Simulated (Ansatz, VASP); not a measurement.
Two plane-wave programs on Yb

```xyz
1
Lattice="-2.0970 2.0970 2.0970 2.0970 -2.0970 2.0970 2.0970 2.0970 -2.0970" Properties=species:S:1:pos:R:3 pbc="T T T"
Yb    0.0000    0.0000    0.0000
```

Alike in both runs: task single point; functional revPBE; k mesh 12 × 12 × 12; occupations fermi-dirac, width 0.1 eV; no spin polarisation.

|  | VASP | Ansatz |
| --- | --- | --- |
| version | VASP 6.6.1 | Ansatz 0.2.0 |
| potentials or method | VASP PAW PBE potentials, release 64 (Yb), cutoff 520 eV | plane waves (420 eV) with PAW, scalar-relativistic |
| valence electrons in the cell | 24 | 24 |

VASP gave:

- pressure (GPa): -0.3

Estimate Ansatz's values.

pressure (GPa): 0.0.

VASP's potentials were made for PBE, not for revPBE.

Spin-orbit coupling is off throughout.
